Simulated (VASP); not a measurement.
Wanted: the native input for a VASP 6.6.1 run.

```yaml
Task: single point
Functional: PBE
Potentials_or_basis: VASP PAW PBE potentials, release 64 (Zn, Sb, O)
Cutoff: 520 eV
k_mesh: 6 × 6 × 6
Occupations: gaussian, width 0.1 eV
Spin: no spin polarisation
Dipole_correction: no
Further_INCAR_settings: ALGO = Normal; EDIFF = 1e-07; NBANDS = 32
```

The structure of Zn2SbO3 lies in POSCAR:

```
Zn2SbO3
1.0
    5.4858760400      0.0000000000      0.0000000000
   -2.7429380200      4.7509080100      0.0000000000
    0.0000000000      0.0000000000      3.1751862700
Zn Sb O
2 1 3
Direct
    0.6666666700      0.3333333300      0.0000000000
    0.3333333300      0.6666666700      0.0000000000
    0.0000000000      0.0000000000      0.0000000000
    0.5000000000      0.0000000000      0.5000000000
    0.0000000000      0.5000000000      0.5000000000
    0.5000000000      0.5000000000      0.5000000000
```

The input as run:

INCAR

```
SYSTEM = Zn2SbO3
PREC     = Accurate       ! precision mode
ENCUT    = 520            ! plane-wave cutoff, eV
EDIFF    = 1E-7           ! SCF threshold, eV
ISMEAR   = 0              ! smearing method
SIGMA    = 0.1            ! smearing width, eV
LREAL    = .FALSE.        ! projectors in reciprocal space
LASPH    = .TRUE.         ! aspherical terms in the spheres
NELM     = 80             ! most SCF steps
ALGO     = Normal         ! electronic algorithm
ISIF     = 2              ! what is computed and relaxed
LWAVE    = .FALSE.        ! write WAVECAR
LCHARG   = .FALSE.        ! write CHGCAR
GGA      = PE             ! functional
NBANDS   = 32             ! bands
```

KPOINTS

```
regular mesh
0
G
  6 6 6
  0 0 0
```

Potentials or basis: VASP PAW PBE potentials, release 64 (Zn, Sb, O).

Command:

```bash
$ cat potpaw_PBE.64/Zn/POTCAR potpaw_PBE.64/Sb/POTCAR potpaw_PBE.64/O/POTCAR > POTCAR
$ mpirun -np 1 vasp_std > vasp.out
```

Results of the run:

```json
{
  "Pressure": "-11.5 GPa"
}
```

Caveat: an odd number of electrons without spin polarisation forces a metal; a magnetic or distorted state may lie lower.

Run time: 54 s on 1 thread of AMD EPYC 9R45 96-Core Processor (Zen 5), with other jobs on the host, peak memory 0.2 GiB.
